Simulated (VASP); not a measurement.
# SnO2 (P4_2/mnm) in VASP: notebook, part 2 of 3

VASP 6.6.1. The steps go on from the part before.

## (3) Single point, r2SCAN (strain -0.080 along x and y, +0.040 along z)

Input file POSCAR:

```
SnO2
1.0
    4.3793991577      0.0000000000      0.0000000000
    0.0000000000      4.3793991577      0.0000000000
    0.0000000000      0.0000000000      3.3285877026
Sn O
2 4
Direct
    0.0000000000      0.0000000000      0.0000000000
    0.5000000000      0.5000000000      0.5000000000
    0.3058934984      0.3058934984      0.0000000000
    0.1941065016      0.8058934984      0.5000000000
    0.6941065016      0.6941065016      0.0000000000
    0.8058934984      0.1941065016      0.5000000000
```

Input file INCAR.step1:

```
SYSTEM = SnO2
  ALGO = Normal
  EDIFF = 1E-4
  ENCUT = 520
  GGA = PE
  ISMEAR = 0
  LASPH = .True.
  LCHARG = .False.
  LREAL = .False.
  LWAVE = .True.
  NBANDS = 35
  NELM = 80
  PREC = Accurate
  SIGMA = 0.05
```

Input file INCAR.step2:

```
SYSTEM = SnO2
  ALGO = Normal
  EDIFF = 1E-6
  ENCUT = 520
  ISIF = 2
  ISMEAR = 0
  ISTART = 1
  LASPH = .True.
  LCHARG = .False.
  LMIXTAU = .True.
  LREAL = .False.
  LWAVE = .False.
  METAGGA = R2SCAN
  NBANDS = 35
  NELM = 80
  PREC = Accurate
  SIGMA = 0.05
```

Input file KPOINTS:

```
k-points
0
Gamma
  6 6 8
  0 0 0
```

Potentials or basis: VASP PAW PBE potentials, release 64 (Sn_d, O).

Run with:

```console
> cat potpaw_PBE.64/Sn_d/POTCAR potpaw_PBE.64/O/POTCAR > POTCAR
> cp INCAR.step1 INCAR
> mpirun -np 1 vasp_std > vasp.out
> cp INCAR.step2 INCAR
> mpirun -np 1 vasp_std > vasp.out
```

OUTCAR:

```text
SYSTEM = SnO2
   EDIFF = 1E-6
   ENCUT = 520
   ISIF = 2
   ISMEAR = 0
   ISTART = 1
   LASPH = .True.
   LREAL = .False.
   METAGGA = R2SCAN
   NELM = 80
   PREC = Accurate

 ion  position               nearest neighbor table
   1  0.000  0.000  0.000-   3 1.89   5 1.89   4 2.05   6 2.05   4 2.05   6 2.05   2 3.52   2 3.52
                             2 3.52   2 3.52   2 3.52   2 3.52   2 3.52   2 3.52
   2  0.500  0.500  0.500-   4 1.89   6 1.89   5 2.05   3 2.05   3 2.05   5 2.05   1 3.52   1 3.52
                             1 3.52   1 3.52   1 3.52   1 3.52   1 3.52   1 3.52
   3  0.306  0.306  0.000-   1 1.89   2 2.05   2 2.05
   4  0.194  0.806  0.500-   2 1.89   1 2.05   1 2.05
   5  0.694  0.694  0.000-   1 1.89   2 2.05   2 2.05
   6  0.806  0.194  0.500-   2 1.89   1 2.05   1 2.05

  LATTYP: Found a simple tetragonal cell.
 ALAT       =     4.3793991577
 C/A-ratio  =     0.7600557937

  Lattice vectors:

 A1 = (   4.3793991577,   0.0000000000,   0.0000000000)
 A2 = (   0.0000000000,   4.3793991577,   0.0000000000)
 A3 = (   0.0000000000,   0.0000000000,   3.3285877026)

Analysis of symmetry for initial positions (statically):
=====================================================================
 Subroutine PRICEL returns:
 Original cell was already a primitive cell.

 Routine SETGRP: Setting up the symmetry group for a
 simple tetragonal supercell.

 Subroutine GETGRP returns: Found 16 space group operations
 (whereof  8 operations were pure point group operations)
 out of a pool of 16 trial point group operations.

The static configuration has the point symmetry D_2h.
 The point group associated with its full space group is D_4h.

Analysis of symmetry for dynamics (positions and initial velocities):
=====================================================================
 Subroutine PRICEL returns:
 Original cell was already a primitive cell.

 Routine SETGRP: Setting up the symmetry group for a
 simple tetragonal supercell.

 Subroutine GETGRP returns: Found 16 space group operations
 (whereof  8 operations were pure point group operations)
 out of a pool of 16 trial point group operations.

The dynamic configuration has the point symmetry D_2h.
 The point group associated with its full space group is D_4h.

 Subroutine INISYM returns: Found 16 space group operations
 (whereof  8 operations are pure point group operations),
 and found     1 'primitive' translations

----------------------------------------------------------------------------------------

                                     Primitive cell

  volume of cell :      63.8394

  direct lattice vectors                    reciprocal lattice vectors
     4.379399158  0.000000000  0.000000000     0.228341826  0.000000000  0.000000000
     0.000000000  4.379399158  0.000000000     0.000000000  0.228341826  0.000000000
     0.000000000  0.000000000  3.328587703     0.000000000  0.000000000  0.300427716

  length of vectors
     4.379399158  4.379399158  3.328587703     0.228341826  0.228341826  0.300427716

  position of ions in fractional coordinates (direct lattice)
     0.000000000  0.000000000  0.000000000
     0.500000000  0.500000000  0.500000000
     0.305893498  0.305893498  0.000000000
     0.194106502  0.805893498  0.500000000
[... 42 lines left out ...]
  0.333333  0.000000  0.000000      4.000000
  0.500000  0.000000  0.000000      2.000000
  0.166667  0.166667  0.000000      4.000000
  0.333333  0.166667  0.000000      8.000000
[... 16 lines left out ...]
  0.333333  0.000000  0.250000      8.000000
  0.500000  0.000000  0.250000      4.000000
 [... further k-points ...]
   k-points           NKPTS =     50   k-points in BZ     NKDIM =     50   number of bands    NBANDS=     35
   number of dos      NEDOS =    301   number of ions     NIONS =      6
   total plane-waves  NPLWV =  36288
   dimension x,y,z NGX =    36 NGY =   36 NGZ =   28
   dimension x,y,z NGXF=    72 NGYF=   72 NGZF=   56
   ions per type =               2   4
   NGX,Y,Z   is equivalent  to a cutoff of  13.67, 13.67, 13.98 a.u.
   NGXF,Y,Z  is equivalent  to a cutoff of  27.33, 27.33, 27.97 a.u.
 SYSTEM =  SnO2
   PREC   = accura    normal or accurate (medium, high low for compatibility)
   ISTART =      1    job   : 0-new  1-cont  2-samecut
   ICHARG =      0    charge: 1-file 2-atom 10-const
   ISPIN  =      1    spin polarized calculation?
   LNONCOLLINEAR =      F non collinear calculations
   LSORBIT =      F    spin-orbit coupling
   LASPH  =      T    aspherical Exc in radial PAW
   ENCUT  =  520.0 eV  38.22 Ry    6.18 a.u.   8.14  8.14  6.19*2*pi/ulx,y,z
   NELM   =     80;   NELMIN=  2; NELMDL=  0     # of ELM steps
   EDIFF  = 0.1E-05   stopping-criterion for ELM
   LREAL  =      F    real-space projection
   EDIFFG = 0.1E-04   stopping-criterion for IOM
   NSW    =      0    number of steps for IOM
   IBRION =     -1    ionic relax: 0-MD 1-quasi-New 2-CG
   NFREE  =      0    steps in history (QN), initial steepest desc. (CG)
   ISIF   =      2    stress and relaxation
   ISYM   =      2    0-nonsym 1-usesym 2-fastsym
   POTIM  = 0.5000    time-step for ionic-motion
   TEBEG  =    0.0;   TEEND  =   0.0 temperature during run
   PSTRESS=    0.0 pullay stress
   NELECT =      52.0000    total number of electrons
   NUPDOWN=      -1.0000    fix difference up-down
   EMIN   =  10.00;   EMAX   =-10.00  energy-range for DOS
   EFERMI =   0.00;   METHOD = LEGACY
   ISMEAR =     0;   SIGMA  =   0.05  broadening in eV -4-tet -1-fermi 0-gaus
   EFERMI_NEDOS =   21; number of points for ismear=-14 and -15
   IALGO  =     38    algorithm
   IMIX   =      4    mixing-type and parameters
     AMIX     =   0.40;   BMIX     =  1.00
     AMIX_MAG =   1.60;   BMIX_MAG =  1.00
  volume/ion in A,a.u.               =      10.64        71.80
  Fermi-wavevector in a.u.,A,eV,Ry     =   1.528902  2.889205 31.804172  2.337541
  Thomas-Fermi vector in A             =   2.636597
   LORBIT       =      0    0 simple, 1 ext, 2 COOP (PROOUT), +10 PAW based schemes
   METAGGA = R2SCAN    functional components
   LHFCALC =     F    Hartree Fock is set to
   AEXX    =    0.0000 exact exchange contribution
   IVDW    =     0    specifies the selected vdW correction
   LEPSILON=     F    determine dielectric tensor
   LRPA    =     F    only Hartree local field effects (RPA)
 non-spin polarized calculation
 Gauss-broadening in eV      SIGMA  =   0.05
  energy-cutoff  :      520.00
  volume of cell :       63.84
 maximum number of plane-waves:      1744
 NGX is ok and might be reduce to    36
   NGX = 17   NGY = 17   NGZ = 13

 number of electron      51.9999984 magnetization

 Free energy of the ion-electron system (eV)
  ---------------------------------------------------
  ext. energy  EPLUGINS =         0.00000000
  ---------------------------------------------------
  free energy    TOTEN  =       -83.33182782 eV

  energy without entropy =      -83.33182782  energy(sigma->0) =      -83.33182782

 E-fermi :   7.3302     XC(G=0): -12.7612

 val. band max:        7.0623866084   @ k =   0.0000   0.0000   0.0000
 cond. band min:      10.2412920431   @ k =   0.0000   0.0000   0.0000
 fundamental gap:      3.1789054346
 Fermi energy:         7.3301766899

 k-point     1 :       0.0000    0.0000    0.0000
  band No.  band energies     occupation
      1     -14.9185      2.00000
      2     -14.0203      2.00000
      3     -13.2247      2.00000
      4     -13.0585      2.00000
      5     -13.0585      2.00000
      6     -13.0505      2.00000
[... 901 lines left out ...]
     34      21.3708      0.00000
     35      21.6933      0.00000

 [... further k-points ...]

------------------------ aborting loop because EDIFF is reached ----------------------------------------

  FORCE on cell =-STRESS in cart. coord.  units (eV):
  Direction    XX          YY          ZZ          XY          YZ          ZX
  --------------------------------------------------------------------------------------
  -------------------------------------------------------------------------------------
  Total       17.6486511     17.6486511      6.3220152      0.0000000      0.0000000      0.0000000
  in kB      442.9278979    442.9278979    158.6635084      0.0000000      0.0000000      0.0000000
  external PRESSURE =     348.1731014 kB  Pullay stress =       0.0000000 kB

 VOLUME and BASIS-vectors are now :
 -----------------------------------------------------------------------------
  energy-cutoff  :      520.00
  volume of cell :       63.84
      direct lattice vectors                 reciprocal lattice vectors
     4.379399158  0.000000000  0.000000000     0.228341826  0.000000000  0.000000000
     0.000000000  4.379399158  0.000000000     0.000000000  0.228341826  0.000000000
     0.000000000  0.000000000  3.328587703     0.000000000  0.000000000  0.300427716

 POSITION                                       TOTAL-FORCE (eV/Angst)
 -----------------------------------------------------------------------------------
      0.00000      0.00000      0.00000        -0.000000      0.000000      0.000000
      2.18970      2.18970      1.66429        -0.000000      0.000000      0.000000
      1.33963      1.33963      0.00000         0.691949      0.691949      0.000000
      0.85007      3.52933      1.66429        -0.691949      0.691949      0.000000
      3.03977      3.03977      0.00000        -0.691949     -0.691949     -0.000000
      3.52933      0.85007      1.66429         0.691949     -0.691949     -0.000000
 -----------------------------------------------------------------------------------
    total drift:                                0.000000      0.000000      0.000000

  FREE ENERGIE OF THE ION-ELECTRON SYSTEM (eV)
  ---------------------------------------------------
  free  energy   TOTEN  =       -83.3318278164 eV

  energy  without entropy=      -83.3318278164  energy(sigma->0) =      -83.33182782
```

Run time: 6.2 min. Hardware: 1 thread of Intel Xeon Platinum 8488C (Sapphire Rapids), shared host; peak memory 0.24 GiB.

Results:

```
Free energy            : -83.3318 eV
Pressure               : 34.8 GPa
Largest force          : 0.979 eV/Å
Band gap on the k mesh : 3.18 eV
```

Forces on the atoms (eV/Å):
```
Sn   0.000  0.000  0.000
Sn   0.000  0.000  0.000
O    0.692  0.692  0.000
O   -0.692  0.692  0.000
O   -0.692 -0.692  0.000
O    0.692 -0.692  0.000
```

Stress tensor (GPa, compression positive):
```
44.29  0.00  0.00
 0.00 44.29  0.00
 0.00  0.00 15.87
```

Levels at points of the mesh, in eV from the valence-band top:
```tsv
k point	band 24	band 25	band 26	band 27	band 28	band 29
(0.00, 0.00, 0.00)	-0.66	-0.66	0.00	3.18	6.87	6.96
(0.50, 0.00, 0.00)	-1.24	-0.52	-0.52	6.41	6.41	7.87
(0.50, 0.50, 0.00)	-1.46	-0.66	-0.66	6.64	6.64	8.85
(0.00, 0.00, 0.50)	-1.97	-1.30	-1.30	8.29	8.29	11.16
(0.50, 0.00, 0.50)	-1.10	-0.10	-0.10	8.89	8.89	10.44
(0.50, 0.50, 0.50)	-0.84	-0.65	-0.65	7.18	7.18	10.38
```

Caveat: the cell differs from its parent crystal (strain -0.080 along x and y, +0.040 along z); the stress differs along the axes, from 16 to 44 GPa; the PAW data sets were made with another functional, which shifts forces and pressure a little; spin-orbit coupling is left out, which moves the levels of the heavy elements.

(Part 2 of 3 ends here.)
